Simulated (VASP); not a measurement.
A run of VASP 6.6.1 is set up as follows.

Contents of INCAR:

```
SYSTEM = TiO2
PREC = Accurate
ENCUT = 600
EDIFF = 1E-6
ISMEAR = 0
SIGMA = 0.02
LREAL = .FALSE.
LASPH = .TRUE.
NELM = 120
ALGO = Normal
ISIF = 2
LWAVE = .FALSE.
LCHARG = .FALSE.
GGA = PE
NBANDS = 33
GGA_COMPAT = .FALSE.
```

KPOINTS

```
Automatic mesh
0
G
  10 10 10
  0 0 0
```

POSCAR

```
TiO2
1.0
   -1.9105595016      1.9105595016      4.9380115513
    1.9105595016     -1.9105595016      4.9380115513
    1.9105595016      1.9105595016     -4.9380115513
Ti O
2 4
Direct
    0.0000000000      0.0000000000      0.0000000000
    0.7500000000      0.2500000000      0.5000000000
    0.2044211621      0.2044211621      0.0000000000
    0.9544211621      0.4544211621      0.5000000000
    0.5455788379      0.0455788379      0.5000000000
    0.7955788379      0.7955788379      0.0000000000
```

Potentials or basis: VASP PAW PBE potentials, release 64 (Ti_sv, O).

Run with:

```console
$ cat potpaw_PBE.64/Ti_sv/POTCAR potpaw_PBE.64/O/POTCAR > POTCAR
$ mpirun -np 1 vasp_std > vasp.out
```

(1) What does it give for the band gap on the k mesh?

(2) Estimate the largest force.

(3) What does it give for the pressure?

Results:

(1) 2.12 eV (least direct gap 2.36 eV).

(2) 0.018 eV/Å.

(3) -4.5 GPa.

Caveat: the cell stands under tension.
